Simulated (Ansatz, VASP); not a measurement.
**AgBr: VASP beside Ansatz**

```
CELL_PARAMETERS angstrom
0.00000 2.89276 2.89276
2.89276 0.00000 2.89276
2.89276 2.89276 0.00000
ATOMIC_POSITIONS crystal
Ag 0.00000 0.00000 0.00000
Br 0.50000 0.50000 0.50000
```

Alike in both runs: task single point; functional LDA; k mesh 8 × 8 × 8; no spin polarisation.

|  | VASP | Ansatz |
| --- | --- | --- |
| version | VASP 6.6.1 | Ansatz 0.2.0 |
| potentials or method | VASP PAW LDA potentials, release 64 (Ag, Br) | plane waves, PAW |
| plane-wave cutoff (eV) | 500 | 420 |
| occupations | gaussian, width 0.01 eV | fixed |
| valence electrons in the cell | 18 | 26 |

|  | VASP | Ansatz | Ansatz less VASP |
| --- | --- | --- | --- |
| gap on the k mesh at the Fermi level (eV) | 0.41 | 0.38 | -0.032 |
| pressure (GPa) | -5.0 | -5.1 | -0.07 |

LDA's correlation is that of Perdew and Zunger in VASP and of Perdew and Wang (1992) in Ansatz. VASP's potentials hold 18 valence electrons a cell and Ansatz's 26, so a difference there can come from the potentials and not from the codes.
